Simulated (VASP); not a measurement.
# KI (I4/mmm) in VASP: single point with LDA

Aim: the single point of KI with LDA.

All numbers are computed with VASP 6.6.1; they aren't measurements. Logs are shortened: lines on timing, memory, paths and dates and some standing lists are left out, and cuts for length are marked.

## Step 1: The cell of the first run

It takes space group I4/mmm (No. 139, tetragonal). The conventional cell has a = 4.953 Å, b = 4.953 Å, c = 6.822 Å, α = 90.00°, β = 90.00°, γ = 90.00°. Within 4.5 Å of K (site symmetry 4/mmm) lie 6 I at 3.41 to 3.50 Å. Within 4.5 Å of I (site symmetry 4/mmm) lie 6 K at 3.41 to 3.50 Å.

## Step 2: Single point, LDA

Input file INCAR:

```
PREC = Accurate
ENCUT = 520
EDIFF = 1E-7
ISMEAR = 0
SIGMA = 0.05
LREAL = F
LASPH = T
NELM = 80
ALGO = Normal
ISIF = 2
LWAVE = F
LCHARG = F
GGA = CA
NBANDS = 15
```

Input file KPOINTS:

```
Automatic mesh
0
Gamma
  6 6 6
```

Input file POSCAR:

```
KI
1.0
    0.0000000000      3.5020028408      3.4109309835
    3.5020028408      0.0000000000      3.4109309835
    3.5020028408      3.5020028408      0.0000000000
K I
1 1
Direct
    0.0000000000      0.0000000000      0.0000000000
    0.5000000000      0.5000000000      0.5000000000
```

Potentials or basis: VASP PAW LDA potentials, release 64 (K_sv, I).

Launch:

```bash
$ cat potpaw_LDA.64/K_sv/POTCAR potpaw_LDA.64/I/POTCAR > POTCAR
$ mpirun -np 1 vasp_std > vasp.out
```

OUTCAR:

```text
PREC = Accurate
   ENCUT = 520
   EDIFF = 1E-7
   ISMEAR = 0
   LREAL = F
   LASPH = T
   NELM = 80
   ISIF = 2
   GGA = CA

 ion  position               nearest neighbor table
   1  0.000  0.000  0.000-   2 3.41   2 3.41   2 3.50   2 3.50   2 3.50   2 3.50
   2  0.500  0.500  0.500-   1 3.41   1 3.41   1 3.50   1 3.50   1 3.50   1 3.50

  LATTYP: Found a body centered tetragonal cell.
 ALAT       =     4.9525799129
 C/A-ratio  =     1.3774360206

  Lattice vectors:

 A1 = (   0.0000000000,  -3.5020028408,  -3.4109309835)
 A2 = (   0.0000000000,   3.5020028408,  -3.4109309835)
 A3 = (   3.5020028408,   0.0000000000,   3.4109309835)

Analysis of symmetry for initial positions (statically):
=====================================================================
 Subroutine PRICEL returns:
 Original cell was already a primitive cell.

 Routine SETGRP: Setting up the symmetry group for a
 body centered tetragonal supercell.

 Subroutine GETGRP returns: Found 16 space group operations
 (whereof 16 operations were pure point group operations)
 out of a pool of 16 trial point group operations.

The static configuration has the point symmetry D_4h.

Analysis of symmetry for dynamics (positions and initial velocities):
=====================================================================
 Subroutine PRICEL returns:
 Original cell was already a primitive cell.

 Routine SETGRP: Setting up the symmetry group for a
 body centered tetragonal supercell.

 Subroutine GETGRP returns: Found 16 space group operations
 (whereof 16 operations were pure point group operations)
 out of a pool of 16 trial point group operations.

The dynamic configuration has the point symmetry D_4h.

 Subroutine INISYM returns: Found 16 space group operations
 (whereof 16 operations are pure point group operations),
 and found     1 'primitive' translations

----------------------------------------------------------------------------------------

                                     Primitive cell

  volume of cell :      83.6635

  direct lattice vectors                    reciprocal lattice vectors
     0.000000000  3.502002841  3.410930984    -0.142775441  0.142775441  0.146587545
     3.502002841  0.000000000  3.410930984     0.142775441 -0.142775441  0.146587545
     3.502002841  3.502002841  0.000000000     0.142775441  0.142775441 -0.146587545

  length of vectors
     4.888606557  4.888606557  4.952579913     0.249514652  0.249514652  0.249514652

  position of ions in fractional coordinates (direct lattice)
     0.000000000  0.000000000  0.000000000
     0.500000000  0.500000000  0.500000000

  ion indices of the primitive-cell ions
   primitive index   ion index
                 1           1
                 2           2

----------------------------------------------------------------------------------------

 KPOINTS: Automatic mesh

Automatic generation of k-mesh.
 Grid dimensions read from file:
 generate k-points for:    6    6    6

 Generating k-lattice:

  Cartesian coordinates                     Fractional coordinates (reciprocal lattice)
    -0.023795907  0.023795907  0.024431258     0.166666667  0.000000000  0.000000000
     0.023795907 -0.023795907  0.024431258     0.000000000  0.166666667  0.000000000
     0.023795907  0.023795907 -0.024431258    -0.000000000 -0.000000000  0.166666667

  Length of vectors
     0.041585775  0.041585775  0.041585775

  Shift w.r.t. Gamma in fractional coordinates (k-lattice)
     0.000000000  0.000000000  0.000000000

 Subroutine IBZKPT returns following result:
 ===========================================

 Found     30 irreducible k-points:

 Following reciprocal coordinates:
            Coordinates               Weight
  0.000000  0.000000  0.000000      1.000000
  0.166667  0.000000  0.000000      8.000000
  0.333333  0.000000  0.000000      8.000000
  0.500000  0.000000  0.000000      4.000000
  0.166667  0.166667  0.000000      2.000000
  0.333333  0.166667  0.000000      8.000000
[... 16 lines left out ...]
  0.333333  0.000000  0.333333      4.000000
  0.500000 -0.000000  0.333333     16.000000
 [... further k-points ...]
   k-points           NKPTS =     30   k-points in BZ     NKDIM =     30   number of bands    NBANDS=     15
   number of dos      NEDOS =    301   number of ions     NIONS =      2
   total plane-waves  NPLWV =  51840
   dimension x,y,z NGX =    36 NGY =   36 NGZ =   40
   dimension x,y,z NGXF=    72 NGYF=   72 NGZF=   80
   ions per type =               1   1
   NGX,Y,Z   is equivalent  to a cutoff of  12.24, 12.24, 13.43 a.u.
   NGXF,Y,Z  is equivalent  to a cutoff of  24.48, 24.48, 26.85 a.u.
 SYSTEM =  unknown system
   PREC   = accura    normal or accurate (medium, high low for compatibility)
   ISTART =      0    job   : 0-new  1-cont  2-samecut
   ICHARG =      2    charge: 1-file 2-atom 10-const
   ISPIN  =      1    spin polarized calculation?
   LNONCOLLINEAR =      F non collinear calculations
   LSORBIT =      F    spin-orbit coupling
   LASPH  =      T    aspherical Exc in radial PAW
   ENCUT  =  520.0 eV  38.22 Ry    6.18 a.u.   9.09  9.09  9.21*2*pi/ulx,y,z
   NELM   =     80;   NELMIN=  2; NELMDL= -5     # of ELM steps
   EDIFF  = 0.1E-06   stopping-criterion for ELM
   LREAL  =      F    real-space projection
   EDIFFG = 0.1E-05   stopping-criterion for IOM
   NSW    =      0    number of steps for IOM
   IBRION =     -1    ionic relax: 0-MD 1-quasi-New 2-CG
   NFREE  =      0    steps in history (QN), initial steepest desc. (CG)
   ISIF   =      2    stress and relaxation
   ISYM   =      2    0-nonsym 1-usesym 2-fastsym
   POTIM  = 0.5000    time-step for ionic-motion
   TEBEG  =    0.0;   TEEND  =   0.0 temperature during run
   PSTRESS=    0.0 pullay stress
   NELECT =      16.0000    total number of electrons
   NUPDOWN=      -1.0000    fix difference up-down
   EMIN   =  10.00;   EMAX   =-10.00  energy-range for DOS
   EFERMI =   0.00;   METHOD = LEGACY
   ISMEAR =     0;   SIGMA  =   0.05  broadening in eV -4-tet -1-fermi 0-gaus
   EFERMI_NEDOS =   21; number of points for ismear=-14 and -15
   IALGO  =     38    algorithm
   IMIX   =      4    mixing-type and parameters
     AMIX     =   0.40;   BMIX     =  1.00
     AMIX_MAG =   1.60;   BMIX_MAG =  1.00
  volume/ion in A,a.u.               =      41.83       282.29
  Fermi-wavevector in a.u.,A,eV,Ry     =   0.943198  1.782386 12.104047  0.889622
  Thomas-Fermi vector in A             =   2.070882
   LORBIT       =      0    0 simple, 1 ext, 2 COOP (PROOUT), +10 PAW based schemes
   GGA     = CA    functional components
   LHFCALC =     F    Hartree Fock is set to
   AEXX    =    0.0000 exact exchange contribution
   IVDW    =     0    specifies the selected vdW correction
   LEPSILON=     F    determine dielectric tensor
   LRPA    =     F    only Hartree local field effects (RPA)
 non-spin polarized calculation
 Gauss-broadening in eV      SIGMA  =   0.05
  energy-cutoff  :      520.00
  volume of cell :       83.66
 maximum number of plane-waves:      2280
   NGX = 19   NGY = 19   NGZ = 19

 number of electron      15.9999999 magnetization

 Free energy of the ion-electron system (eV)
  ---------------------------------------------------
  ext. energy  EPLUGINS =         0.00000000
  ---------------------------------------------------
  free energy    TOTEN  =        -6.15335210 eV

  energy without entropy =       -6.15335210  energy(sigma->0) =       -6.15335210

 E-fermi :  -0.1283     XC(G=0):  -7.8298

 val. band max:       -0.3300916649   @ k =   0.0000   0.0000   0.0000
 cond. band min:       3.3987907750   @ k =   0.0000   0.0000   0.0000
 fundamental gap:      3.7288824398
 Fermi energy:        -0.1283233820

 k-point     1 :       0.0000    0.0000    0.0000
  band No.  band energies     occupation
      1     -28.3920      2.00000
      2     -12.1299      2.00000
      3     -12.1233      2.00000
      4     -12.1233      2.00000
      5     -10.9930      2.00000
      6      -0.3419      2.00000
      7      -0.3419      2.00000
      8      -0.3301      2.00000
      9       3.3988      0.00000
     10       5.8636      0.00000
     11       5.8636      0.00000
     12       6.0276      0.00000
     13       6.6537      0.00000
     14       6.7755      0.00000
     15       9.1969      0.00000

 k-point     2 :       0.1667    0.0000    0.0000
  band No.  band energies     occupation
      1     -28.3912      2.00000
      2     -12.1959      2.00000
      3     -12.1273      2.00000
      4     -12.1246      2.00000
      5     -10.8851      2.00000
      6      -0.8307      2.00000
      7      -0.4522      2.00000
      8      -0.4430      2.00000
      9       4.0744      0.00000
     10       5.8405      0.00000
     11       6.1774      0.00000
     12       6.2805      0.00000
     13       7.0001      0.00000
     14       7.1314      0.00000
     15      10.1435      0.00000

 k-point     3 :       0.3333    0.0000    0.0000
  band No.  band energies     occupation
      1     -28.3897      2.00000
      2     -12.3098      2.00000
      3     -12.1279      2.00000
      4     -12.1272      2.00000
      5     -10.6920      2.00000
      6      -1.5572      2.00000
      7      -0.6534      2.00000
      8      -0.6424      2.00000
      9       4.8051      0.00000
     10       6.5607      0.00000
     11       6.9320      0.00000
     12       7.0382      0.00000
     13       7.8978      0.00000
     14       8.0232      0.00000
     15       9.2831      0.00000

 k-point     4 :       0.5000    0.0000    0.0000
  band No.  band energies     occupation
      1     -28.3889      2.00000
      2     -12.3583      2.00000
      3     -12.1284      2.00000
      4     -12.1281      2.00000
      5     -10.6022      2.00000
      6      -1.8546      2.00000
      7      -0.7459      2.00000
      8      -0.7345      2.00000
      9       4.9649      0.00000
     10       7.2483      0.00000
     11       7.6272      0.00000
     12       7.8454      0.00000
     13       8.2107      0.00000
     14       8.2281      0.00000
     15       8.9708      0.00000
[... 307 lines left out ...]
 k-point    22 :      -0.3333    0.5000    0.1667
  band No.  band energies     occupation
      1     -28.3877      2.00000
      2     -12.1875      2.00000
      3     -12.1849      2.00000
      4     -12.1594      2.00000
      5     -10.7572      2.00000
      6      -1.2990      2.00000
      7      -1.0008      2.00000
      8      -0.9674      2.00000
      9       5.0165      0.00000
     10       5.9203      0.00000
     11       6.8978      0.00000
     12       7.9534      0.00000
     13       8.1694      0.00000
     14       9.2020      0.00000
     15       9.7785      0.00000

 k-point    23 :       0.3333    0.0000    0.3333
  band No.  band energies     occupation
      1     -28.3890      2.00000
      2     -12.2110      2.00000
      3     -12.1498      2.00000
      4     -12.1396      2.00000
      5     -10.8038      2.00000
      6      -1.4160      2.00000
      7      -0.6605      2.00000
      8      -0.6427      2.00000
      9       4.5409      0.00000
     10       5.2206      0.00000
     11       7.3667      0.00000
     12       7.6026      0.00000
     13       8.2639      0.00000
     14       8.3550      0.00000
     15       9.5381      0.00000

 k-point    24 :       0.5000   -0.0000    0.3333
  band No.  band energies     occupation
      1     -28.3883      2.00000
      2     -12.2190      2.00000
      3     -12.1621      2.00000
      4     -12.1438      2.00000
      5     -10.7653      2.00000
      6      -1.4396      2.00000
      7      -0.9293      2.00000
      8      -0.7331      2.00000
      9       4.7023      0.00000
     10       5.7740      0.00000
     11       7.2844      0.00000
     12       7.7659      0.00000
     13       8.4749      0.00000
     14       8.8849      0.00000
     15       9.4037      0.00000

 [... further k-points ...]
[... 5 lines left out ...]
  --------------------------------------------------------------------------------------
  -------------------------------------------------------------------------------------
  Total       -0.4951813     -0.4951813     -0.0905806      0.0000000      0.0000000     -0.0000000
  in kB       -9.4828509     -9.4828509     -1.7346412      0.0000000      0.0000000     -0.0000000
  external PRESSURE =      -6.9001143 kB  Pullay stress =       0.0000000 kB

 VOLUME and BASIS-vectors are now :
 -----------------------------------------------------------------------------
  energy-cutoff  :      520.00
  volume of cell :       83.66
      direct lattice vectors                 reciprocal lattice vectors
     0.000000000  3.502002841  3.410930984    -0.142775441  0.142775441  0.146587545
     3.502002841  0.000000000  3.410930984     0.142775441 -0.142775441  0.146587545
     3.502002841  3.502002841  0.000000000     0.142775441  0.142775441 -0.146587545

 POSITION                                       TOTAL-FORCE (eV/Angst)
 -----------------------------------------------------------------------------------
      0.00000      0.00000      0.00000         0.000000     -0.000000      0.000000
      3.50200      3.50200      3.41093         0.000000      0.000000     -0.000000
 -----------------------------------------------------------------------------------
    total drift:                                0.000000      0.000000      0.000000

  FREE ENERGIE OF THE ION-ELECTRON SYSTEM (eV)
  ---------------------------------------------------
  free  energy   TOTEN  =        -6.1533521007 eV

  energy  without entropy=       -6.1533521007  energy(sigma->0) =       -6.15335210
```

It took 75 s on 1 thread of AMD EPYC 7R13, shared host; peak memory 0.16 GiB.

Results:

```yaml
Free_energy: -6.1534 eV
Pressure: -0.7 GPa
Band_gap_on_the_k_mesh: 3.73 eV
```

Caveat: spin-orbit coupling is left out, which moves the levels of the heavy elements.
